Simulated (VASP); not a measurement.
# GaP (F-43m) in VASP: further runs, part 2 of 2

VASP 6.6.1.

**4. Single point, PBE**

This run uses another cell than the first one, of 20.86 Å³/atom, 1.031 times its volume.

Contents of INCAR:

```
PREC = Accurate ; ENCUT = 500
EDIFF = 1E-6 ; ISMEAR = 0
SIGMA = 0.02 ; LREAL = False
LASPH = True ; NELM = 120
ALGO = Normal ; ISIF = 2
LWAVE = False ; LCHARG = False
GGA = PE ; NBANDS = 16
GGA_COMPAT = False
```

Contents of KPOINTS:

```
Automatic mesh
0
Gamma
  8 8 8
```

Contents of POSCAR:

```
GaP
1.0
    0.0000000000      2.7526493119      2.7526493119
    2.7526493119      0.0000000000      2.7526493119
    2.7526493119      2.7526493119      0.0000000000
Ga P
1 1
Direct
    0.0000000000      0.0000000000      0.0000000000
    0.2500000000      0.2500000000      0.2500000000
```

Potentials or basis: VASP PAW PBE potentials, release 64 (Ga_d, P).

The run is started by

```
cat potpaw_PBE.64/Ga_d/POTCAR potpaw_PBE.64/P/POTCAR > POTCAR
mpirun -np 1 vasp_std > vasp.out
```

OUTCAR:

```text
PREC = Accurate
   ENCUT = 500
   EDIFF = 1E-6
   ISMEAR = 0
   LREAL = False
   LASPH = True
   NELM = 120
   ISIF = 2
   GGA = PE

 ion  position               nearest neighbor table
   1  0.000  0.000  0.000-   2 2.38   2 2.38   2 2.38   2 2.38
   2  0.250  0.250  0.250-   1 2.38   1 2.38   1 2.38   1 2.38

  LATTYP: Found a face centered cubic cell.
 ALAT       =     5.5052986238

  Lattice vectors:

 A1 = (   0.0000000000,   2.7526493119,   2.7526493119)
 A2 = (   2.7526493119,   0.0000000000,   2.7526493119)
 A3 = (   2.7526493119,   2.7526493119,   0.0000000000)

Analysis of symmetry for initial positions (statically):
=====================================================================
 Subroutine PRICEL returns:
 Original cell was already a primitive cell.

 Routine SETGRP: Setting up the symmetry group for a
 face centered cubic supercell.

 Subroutine GETGRP returns: Found 24 space group operations
 (whereof 24 operations were pure point group operations)
 out of a pool of 48 trial point group operations.

The static configuration has the point symmetry T_d .

Analysis of symmetry for dynamics (positions and initial velocities):
=====================================================================
 Subroutine PRICEL returns:
 Original cell was already a primitive cell.

 Routine SETGRP: Setting up the symmetry group for a
 face centered cubic supercell.

 Subroutine GETGRP returns: Found 24 space group operations
 (whereof 24 operations were pure point group operations)
 out of a pool of 48 trial point group operations.

The dynamic configuration has the point symmetry T_d .

 Subroutine INISYM returns: Found 24 space group operations
 (whereof 24 operations are pure point group operations),
 and found     1 'primitive' translations

----------------------------------------------------------------------------------------

                                     Primitive cell

  volume of cell :      41.7141

  direct lattice vectors                    reciprocal lattice vectors
     0.000000000  2.752649312  2.752649312    -0.181643189  0.181643189  0.181643189
     2.752649312  0.000000000  2.752649312     0.181643189 -0.181643189  0.181643189
     2.752649312  2.752649312  0.000000000     0.181643189  0.181643189 -0.181643189

  length of vectors
     3.892833989  3.892833989  3.892833989     0.314615233  0.314615233  0.314615233

  position of ions in fractional coordinates (direct lattice)
     0.000000000  0.000000000  0.000000000
     0.250000000  0.250000000  0.250000000

  ion indices of the primitive-cell ions
   primitive index   ion index
                 1           1
                 2           2

----------------------------------------------------------------------------------------

 KPOINTS: Automatic mesh

Automatic generation of k-mesh.
 Grid dimensions read from file:
 generate k-points for:    8    8    8

 Generating k-lattice:

  Cartesian coordinates                     Fractional coordinates (reciprocal lattice)
    -0.022705399  0.022705399  0.022705399     0.125000000  0.000000000  0.000000000
     0.022705399 -0.022705399  0.022705399     0.000000000  0.125000000  0.000000000
     0.022705399  0.022705399 -0.022705399     0.000000000  0.000000000  0.125000000

  Length of vectors
     0.039326904  0.039326904  0.039326904

  Shift w.r.t. Gamma in fractional coordinates (k-lattice)
     0.000000000  0.000000000  0.000000000

 Subroutine IBZKPT returns following result:
 ===========================================

 Found     29 irreducible k-points:

 Following reciprocal coordinates:
            Coordinates               Weight
  0.000000  0.000000  0.000000      1.000000
  0.125000  0.000000  0.000000      8.000000
  0.250000  0.000000  0.000000      8.000000
  0.375000  0.000000  0.000000      8.000000
  0.500000  0.000000  0.000000      4.000000
  0.125000  0.125000  0.000000      6.000000
[... 16 lines left out ...]
  0.500000  0.250000  0.125000     48.000000
 -0.375000  0.250000  0.125000     24.000000
 [... further k-points ...]
   k-points           NKPTS =     29   k-points in BZ     NKDIM =     29   number of bands    NBANDS=     16
   number of dos      NEDOS =    301   number of ions     NIONS =      2
   total plane-waves  NPLWV =  21952
   dimension x,y,z NGX =    28 NGY =   28 NGZ =   28
   dimension x,y,z NGXF=    56 NGYF=   56 NGZF=   56
   ions per type =               1   1
   NGX,Y,Z   is equivalent  to a cutoff of  11.96, 11.96, 11.96 a.u.
   NGXF,Y,Z  is equivalent  to a cutoff of  23.92, 23.92, 23.92 a.u.
 SYSTEM =  unknown system
   PREC   = accura    normal or accurate (medium, high low for compatibility)
   ISTART =      0    job   : 0-new  1-cont  2-samecut
   ICHARG =      2    charge: 1-file 2-atom 10-const
   ISPIN  =      1    spin polarized calculation?
   LNONCOLLINEAR =      F non collinear calculations
   LSORBIT =      F    spin-orbit coupling
   LASPH  =      T    aspherical Exc in radial PAW
   ENCUT  =  500.0 eV  36.75 Ry    6.06 a.u.   7.10  7.10  7.10*2*pi/ulx,y,z
   NELM   =    120;   NELMIN=  2; NELMDL= -5     # of ELM steps
   EDIFF  = 0.1E-05   stopping-criterion for ELM
   LREAL  =      F    real-space projection
   EDIFFG = 0.1E-04   stopping-criterion for IOM
   NSW    =      0    number of steps for IOM
   IBRION =     -1    ionic relax: 0-MD 1-quasi-New 2-CG
   NFREE  =      0    steps in history (QN), initial steepest desc. (CG)
   ISIF   =      2    stress and relaxation
   ISYM   =      2    0-nonsym 1-usesym 2-fastsym
   POTIM  = 0.5000    time-step for ionic-motion
   TEBEG  =    0.0;   TEEND  =   0.0 temperature during run
   PSTRESS=    0.0 pullay stress
   NELECT =      18.0000    total number of electrons
   NUPDOWN=      -1.0000    fix difference up-down
   EMIN   =  10.00;   EMAX   =-10.00  energy-range for DOS
   EFERMI =   0.00;   METHOD = LEGACY
   ISMEAR =     0;   SIGMA  =   0.02  broadening in eV -4-tet -1-fermi 0-gaus
   EFERMI_NEDOS =   21; number of points for ismear=-14 and -15
   IALGO  =     38    algorithm
   IMIX   =      4    mixing-type and parameters
     AMIX     =   0.40;   BMIX     =  1.00
     AMIX_MAG =   1.60;   BMIX_MAG =  1.00
  volume/ion in A,a.u.               =      20.86       140.75
  Fermi-wavevector in a.u.,A,eV,Ry     =   1.237100  2.337780 20.822577  1.530416
  Thomas-Fermi vector in A             =   2.371681
   LORBIT       =      0    0 simple, 1 ext, 2 COOP (PROOUT), +10 PAW based schemes
   GGA     = PE    functional components
   LHFCALC =     F    Hartree Fock is set to
   AEXX    =    0.0000 exact exchange contribution
   IVDW    =     0    specifies the selected vdW correction
   LEPSILON=     F    determine dielectric tensor
   LRPA    =     F    only Hartree local field effects (RPA)
 non-spin polarized calculation
 Gauss-broadening in eV      SIGMA  =   0.02
  energy-cutoff  :      500.00
  volume of cell :       41.71
 maximum number of plane-waves:      1067
   NGX = 15   NGY = 15   NGZ = 15

 number of electron      18.0000009 magnetization

 Free energy of the ion-electron system (eV)
  ---------------------------------------------------
  ext. energy  EPLUGINS =         0.00000000
  ---------------------------------------------------
  free energy    TOTEN  =        -9.12546005 eV

  energy without entropy =       -9.12546005  energy(sigma->0) =       -9.12546005

 E-fermi :   4.5066     XC(G=0):  -9.6969

 val. band max:        4.3508038709   @ k =   0.0000   0.0000   0.0000
 cond. band min:       5.9298150997   @ k =   0.0000   0.0000   0.0000
 fundamental gap:      1.5790112288
 Fermi energy:         4.5065645822

 k-point     1 :       0.0000    0.0000    0.0000
  band No.  band energies     occupation
      1     -10.1527      2.00000
      2     -10.1527      2.00000
      3     -10.1527      2.00000
      4     -10.0619      2.00000
      5     -10.0619      2.00000
      6      -7.9193      2.00000
[... 8 lines left out ...]
     15      14.0963      0.00000
     16      14.0963      0.00000

 k-point     2 :       0.1250    0.0000    0.0000
  band No.  band energies     occupation
      1     -10.1645      2.00000
      2     -10.1485      2.00000
      3     -10.1485      2.00000
      4     -10.0619      2.00000
      5     -10.0619      2.00000
      6      -7.7249      2.00000
[... 8 lines left out ...]
     15      13.4904      0.00000
     16      13.9106      0.00000
[... 387 lines left out ...]
      5     -10.0538      2.00000
      6      -5.9879      2.00000
[... 8 lines left out ...]
     15      15.7317      0.00000
     16      17.0491      0.00000

 k-point    24 :      -0.3750    0.2500    0.1250
  band No.  band energies     occupation
      1     -10.2313      2.00000
      2     -10.1247      2.00000
      3     -10.1138      2.00000
      4     -10.0663      2.00000
      5     -10.0553      2.00000
      6      -5.5615      2.00000
[... 8 lines left out ...]
     15      16.2454      0.00000
     16      16.6871      0.00000

 [... further k-points ...]
[... 5 lines left out ...]
  --------------------------------------------------------------------------------------
  -------------------------------------------------------------------------------------
  Total       -0.0118456     -0.0118456     -0.0118456      0.0000000      0.0000000      0.0000000
  in kB       -0.4549707     -0.4549707     -0.4549707      0.0000000      0.0000000      0.0000000
  external PRESSURE =      -0.4549707 kB  Pullay stress =       0.0000000 kB

 VOLUME and BASIS-vectors are now :
 -----------------------------------------------------------------------------
  energy-cutoff  :      500.00
  volume of cell :       41.71
      direct lattice vectors                 reciprocal lattice vectors
     0.000000000  2.752649312  2.752649312    -0.181643189  0.181643189  0.181643189
     2.752649312  0.000000000  2.752649312     0.181643189 -0.181643189  0.181643189
     2.752649312  2.752649312  0.000000000     0.181643189  0.181643189 -0.181643189

 POSITION                                       TOTAL-FORCE (eV/Angst)
 -----------------------------------------------------------------------------------
      0.00000      0.00000      0.00000         0.000000     -0.000000     -0.000000
      1.37632      1.37632      1.37632        -0.000000      0.000000      0.000000
 -----------------------------------------------------------------------------------
    total drift:                                0.000001      0.000001      0.000001

  FREE ENERGIE OF THE ION-ELECTRON SYSTEM (eV)
  ---------------------------------------------------
  free  energy   TOTEN  =        -9.1254600528 eV

  energy  without entropy=       -9.1254600528  energy(sigma->0) =       -9.12546005
```

OSZICAR:

```text
N       E                     dE             d eps       ncg     rms          rms(c)
DAV:   1     0.781701760489E+02    0.78170E+02   -0.88998E+03   960   0.156E+03
DAV:   2    -0.318939829248E+01   -0.81360E+02   -0.77737E+02  1056   0.307E+02
DAV:   3    -0.928473107875E+01   -0.60953E+01   -0.60725E+01  1176   0.647E+01
DAV:   4    -0.938432658707E+01   -0.99596E-01   -0.99570E-01  1160   0.892E+00
DAV:   5    -0.938635208360E+01   -0.20255E-02   -0.20254E-02  1200   0.109E+00    0.411E+00
DAV:   6    -0.914936305897E+01    0.23699E+00   -0.37774E-01  1408   0.101E+01    0.270E+00
DAV:   7    -0.912456536259E+01    0.24798E-01   -0.89670E-02  1240   0.196E+00    0.109E+00
DAV:   8    -0.912490589431E+01   -0.34053E-03   -0.12999E-02  1080   0.137E+00    0.174E-01
DAV:   9    -0.912530909259E+01   -0.40320E-03   -0.13204E-03  1152   0.508E-01    0.827E-02
DAV:  10    -0.912538600234E+01   -0.76910E-04   -0.11338E-04  1432   0.109E-01    0.418E-02
DAV:  11    -0.912546043958E+01   -0.74437E-04   -0.10283E-04  1120   0.836E-02    0.505E-03
DAV:  12    -0.912546005276E+01    0.38681E-06   -0.28999E-06  1088   0.218E-02
   1 F= -.91254601E+01 E0= -.91254601E+01  d E =-.301121E-30
```

It took 12 s on 1 thread of Intel Xeon 6975P-C (Granite Rapids), shared host; peak memory 0.15 GiB.

What came out:

```yaml
Free_energy: -9.1255 eV
Pressure: 0.0 GPa
Band_gap_on_the_k_mesh: 1.58 eV, direct
```

Levels at points of the mesh, in eV from the valence-band top:
```
           k point  band 6  band 7  band 8  band 9  band 10  band 11  band 12  band 13
(0.00, 0.00, 0.00)  -12.27    0.00    0.00    0.00     1.58     3.90     3.90     3.90
(0.50, 0.00, 0.00)  -10.30   -6.46   -1.07   -1.07     1.58     4.73     4.73     8.23
(0.50, 0.50, 0.00)   -9.44   -6.61   -2.58   -2.58     1.72     1.85    10.37    10.37
```

**5. Overview**

| cell | gap on the mesh (eV) | pressure (GPa) |
| --- | --- | --- |
| a = 3.854 Å, angles 60.0°, 2 atoms | 1.64 | 2.5 |
| a = 3.813 Å, angles 60.0°, 2 atoms | 1.59 | 5.4 |
| a = 3.893 Å, angles 60.0°, 2 atoms | 1.58 | 0.0 |

Alike in all rows: task single point; level PBE; potentials or basis VASP PAW PBE potentials, release 64 (Ga_d, P); no spin polarisation; k mesh 8 × 8 × 8; cutoff (eV) 500; smearing gaussian 0.02 eV.

Absolute energies hang on the potentials; compare differences alone.
